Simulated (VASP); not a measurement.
Wanted: the native input for a VASP 6.6.1 run.

* Task: single point
* Functional: LDA
* Potentials or basis: VASP PAW LDA potentials, release 64 (Cu)
* Cutoff: 520 eV
* k mesh: 22 × 22 × 22
* Occupations: gaussian, width 0.15 eV
* Spin: no spin polarisation
* Dipole correction: no
* Further INCAR settings: ALGO = Normal; EDIFF = 1e-06; NBANDS = 12

The structure of Cu lies in POSCAR:

```
Cu
1.0
   -1.4809000000      1.4809000000      1.3410790181
    1.4809000000     -1.4809000000      1.3410790181
    1.4809000000      1.4809000000     -1.3410790181
Cu
1
Direct
    0.0000000000      0.0000000000      0.0000000000
```

The input as run:

INCAR

```
PREC = Accurate
ENCUT = 520
EDIFF = 1E-6
ISMEAR = 0
SIGMA = 0.15
LREAL = F
LASPH = T
NELM = 60
ALGO = Normal
ISIF = 2
LWAVE = F
LCHARG = T
LELF = T
LVHAR = T
NBANDS = 12
```

KPOINTS

```
Automatic mesh
0
Gamma
  22 22 22
```

Potentials or basis: VASP PAW LDA potentials, release 64 (Cu).

Command:

```bash
$ cat potpaw_LDA.64/Cu/POTCAR > POTCAR
$ mpirun -np 1 vasp_std > vasp.out
```

It gave:

```json
{
 "Pressure": "-10.4 GPa",
 "Band gap on the k mesh": "zero (an odd number of electrons rules out a gap without spin polarisation)"
}
```

Caveat: the cell stands under tension.

Wall time 38 s on 1 thread of AMD EPYC 9R45 96-Core Processor (Zen 5), with other jobs on the host, peak memory 0.18 GiB.
